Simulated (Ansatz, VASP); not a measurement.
## Al2Cu in VASP and in Ansatz

```xyz
6
Lattice="2.7952 0.0000 0.0000 -1.3976 2.4207 0.0000 0.0000 0.0000 13.0496" Properties=species:S:1:pos:R:3 pbc="T T T"
Al    0.0000    1.6138    6.5248
Al    1.3976    0.8069    0.0000
Al    1.3976    0.8069    4.1076
Al    1.3976    0.8069    8.9421
Cu    0.0000    1.6138   11.0210
Cu    0.0000    1.6138    2.0286
```

Alike in both runs: functional PBE; k mesh 18 × 18 × 4; occupations gaussian, width 0.1 eV; no spin polarisation.

Ansatz relaxed the structure, and its values are those at the end. VASP's run is a single point on that final structure, the one shown.

|  | VASP | Ansatz |
| --- | --- | --- |
| version | VASP 6.6.1 | Ansatz 0.2.0 |
| potentials or method | VASP PAW PBE potentials, release 64 (Al, Cu), cutoff 520 eV | scalar-relativistic, plane waves, PAW |
| valence electrons in the cell | 34 | 50 |

```csv
,VASP,Ansatz,Ansatz less VASP
gap on the k mesh at the Fermi level (eV),none,none,-
pressure (GPa),0.1,0.0,-0.10
rms of the force components (eV/Å),0.006,0.002,-0.0039
```

A gap of «none» marks a metal or a gap that the smearing closes. VASP's potentials hold 34 valence electrons a cell and Ansatz's 50, so a difference there can come from the potentials and not from the codes.
